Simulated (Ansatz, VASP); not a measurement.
Al3H: VASP beside Ansatz

File INCAR:

```
SYSTEM = Al3H
ALGO     = Normal         ! electronic algorithm
EDIFF    = 1E-6           ! SCF threshold, eV
EDIFFG   = -0.01          ! ionic threshold
ENCUT    = 600            ! plane-wave cutoff, eV
GGA      = PE             ! functional
IBRION   = 2              ! ionic algorithm
ISIF     = 3              ! what is computed and relaxed
ISMEAR   = 0              ! smearing method
LASPH    = .True.         ! aspherical terms in the spheres
LCHARG   = .False.        ! write CHGCAR
LREAL    = .False.        ! projectors in reciprocal space
LWAVE    = .False.        ! write WAVECAR
NELM     = 60             ! most SCF steps
NSW      = 100            ! ionic steps
PREC     = Accurate       ! precision mode
SIGMA    = 0.1            ! smearing width, eV
```

Contents of KPOINTS:

```
k-points
0
Gamma
  18 18 6
  0 0 0
```

File POSCAR:

```
Al3H
1.0
    2.7665762285      0.0000000000      0.0000000000
   -1.3832881142      2.3959252954      0.0000000000
    0.0000000000      0.0000000000      8.1811129197
Al H
3 1
Direct
    0.0000000000      0.0000000000      0.0000000000
    0.6666666667      0.3333333333      0.6876604811
    0.6666666667      0.3333333333      0.3123395189
    0.0000000000      0.0000000000      0.5000000000
```

Input for Ansatz:

```yaml
crystal:
  lattice:
    - [2.7665762285, 0.0, 0.0]
    - [-1.3832881142, 2.3959252954, 0.0]
    - [0.0, 0.0, 8.1811129197]
  atoms:
    - { symbol: Al, position: [0.0, 0.0, 0.0] }
    - { symbol: Al, position: [0.6666666667, 0.3333333333, 0.6876604811] }
    - { symbol: Al, position: [0.6666666667, 0.3333333333, 0.3123395189] }
    - { symbol: H, position: [0.0, 0.0, 0.5] }
basis:
  ecutwfc: 420
kpoints:
  mp_grid: { grid: [18, 18, 6] }
hamiltonian:
  xc: pbe
scf:
  occupations: { method: gaussian, width: 0.1 }
output:
  forces: true
  stress: true
  eigenvalues: true
relax:
  adjacent_minimum: "off"
  f_tol: 0.01
  max_steps: 80
  cell: { stress_tol: 0.05 }
```

Change from the starting cell: species swapped into the Mg3Zn type (P-6m2, No. 187).

Alike in both runs: task relaxation of cell and atoms; functional PBE; k mesh 18 × 18 × 6; occupations gaussian, width 0.1 eV; no spin polarisation.

```csv
,VASP,Ansatz
version,VASP 6.6.1,Ansatz 0.2.0
potentials or method,"VASP PAW PBE potentials, release 64 (Al, H), cutoff 600 eV","scalar-relativistic, plane waves, PAW"
valence electrons in the cell,10,10
```

Ansatz gave:

| Item | Value |
| --- | --- |
| gap on the k mesh at the Fermi level, each at its own relaxed structure (eV) | none |
| relaxed volume (Å³/atom) | 13.40 |
| relaxed length of the cell vector where the two differ most in proportion (Å) | 7.668 |

Task: What did VASP give for the same quantities?

Result: gap on the k mesh at the Fermi level, each at its own relaxed structure (eV): none; relaxed volume (Å³/atom): 13.39; relaxed length of the cell vector where the two differ most in proportion (Å): 7.663.

A gap of «none» marks a metal or a gap that the smearing closes.
